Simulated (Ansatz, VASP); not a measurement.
Hf in VASP and in Ansatz

POSCAR

```
Hf
1.0
    2.9000667314      0.0000000000      0.0000000000
    0.0000000000      2.9000667314      0.0000000000
    0.0000000000      0.0000000000      2.9000667314
Hf
1
Direct
    0.0000000000      0.0000000000      0.0000000000
```

Contents of INCAR.step1:

```
ALGO = Normal
EDIFF = 1E-4
ENCUT = 520
GGA = PE
ISMEAR = -1
LASPH = True
LCHARG = False
LREAL = False
LWAVE = True
NBANDS = 11
NELM = 80
PREC = Accurate
SIGMA = 0.1
```

File INCAR.step2:

```
ALGO = Normal
EDIFF = 1E-7
ENCUT = 520
ISIF = 2
ISMEAR = -1
ISTART = 1
LASPH = True
LCHARG = False
LMIXTAU = True
LREAL = False
LWAVE = False
METAGGA = R2SCAN
NBANDS = 11
NELM = 80
PREC = Accurate
SIGMA = 0.1
```

Contents of KPOINTS:

```
k-points
0
Gamma
  12 12 12
```

Input for Ansatz:

```yaml
crystal:
  lattice:
    - [2.9000667314, 0.0, 0.0]
    - [0.0, 2.9000667314, 0.0]
    - [0.0, 0.0, 2.9000667314]
  atoms:
    - { symbol: Hf, position: [0.0, 0.0, 0.0] }
hamiltonian:
  xc: r2scan
  pseudopotentials:
    kind: paw
    azcp:
      Hf: "pseudopotentials/Hf.paw.azcp"
basis:
  ecutwfc: 500
  fft_grid_basis: typed
kpoints:
  mp_grid: { grid: [12, 12, 12], shift: [0, 0, 0] }
magnetization:
  spin_polarized: false
scf:
  occupations: { method: fermi_dirac, width: 0.1 }
  lower_state_search: "off"
output:
  stress: true
  write_density: true
  write_potential: true
  elf: true
  volumetric_format: npy
```

Alike in both runs: task single point; functional r2SCAN; k mesh 12 × 12 × 12; occupations fermi-dirac, width 0.1 eV; no spin polarisation.

|  | VASP | Ansatz |
| --- | --- | --- |
| version | VASP 6.6.1 | Ansatz 0.2.0 |
| potentials or method | VASP PAW PBE potentials, release 64 (Hf_pv), cutoff 520 eV | plane waves (500 eV) with PAW, scalar-relativistic |
| valence electrons in the cell | 10 | 26 |

Ansatz gave:

```
pressure (GPa) : 0.0
```

Estimate VASP's values.

pressure (GPa): -0.3.

VASP's potentials were made for PBE, not for r2SCAN. With one functional, cell and mesh, what is left measures potentials, basis and numerics. VASP's potentials hold 10 valence electrons a cell and Ansatz's 26, so a difference there can come from the potentials and not from the codes.

Neither program's run includes spin-orbit coupling.
